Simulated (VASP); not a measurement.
Write the native input for VASP 6.6.1 that does the following.

```
Task                   : single point
Functional             : PBEsol
Potentials or basis    : VASP PAW PBE potentials, release 64 (Be, C)
Cutoff                 : 600 eV
k mesh                 : 7 × 7 × 7
Occupations            : fermi-dirac, width 0.01 eV
Spin                   : no spin polarisation
Dipole correction      : no
Further INCAR settings : ALGO = Normal; EDIFF = 1e-06; NBANDS = 11
```

The structure of Be2C lies in POSCAR:

```
Be2C
1.0
    0.0000000000      2.1208039254      2.1208039254
    2.1208039254      0.0000000000      2.1208039254
    2.1208039254      2.1208039254      0.0000000000
Be C
2 1
Direct
    0.2500000000      0.2500000000      0.2500000000
    0.7500000000      0.7500000000      0.7500000000
    0.0000000000      0.0000000000      0.0000000000
```

The input as run:

INCAR

```
PREC = Accurate
ENCUT = 600
EDIFF = 1E-6
ISMEAR = -1
SIGMA = 0.01
LREAL = False
LASPH = True
NELM = 120
ALGO = Normal
ISIF = 2
LWAVE = False
LCHARG = False
GGA = PS
NBANDS = 11
GGA_COMPAT = False
```

KPOINTS

```
Automatic mesh
0
Gamma
  7 7 7
```

Potentials or basis: VASP PAW PBE potentials, release 64 (Be, C).

The run is started by

```sh
$ cat potpaw_PBE.64/Be/POTCAR potpaw_PBE.64/C/POTCAR > POTCAR
$ mpirun -np 1 vasp_std > vasp.out
```

It gave:

```yaml
Pressure: 11.5 GPa
Band_gap_on_the_k_mesh: 1.33 eV, indirect (least direct gap 4.19 eV)
```

Caveat: the PAW data sets were made with another functional, which shifts forces and pressure a little.

It took 3.7 s on 1 thread of Intel(R) Xeon(R) Platinum 8559C (Emerald Rapids), with other jobs on the host, peak memory 0.13 GiB.
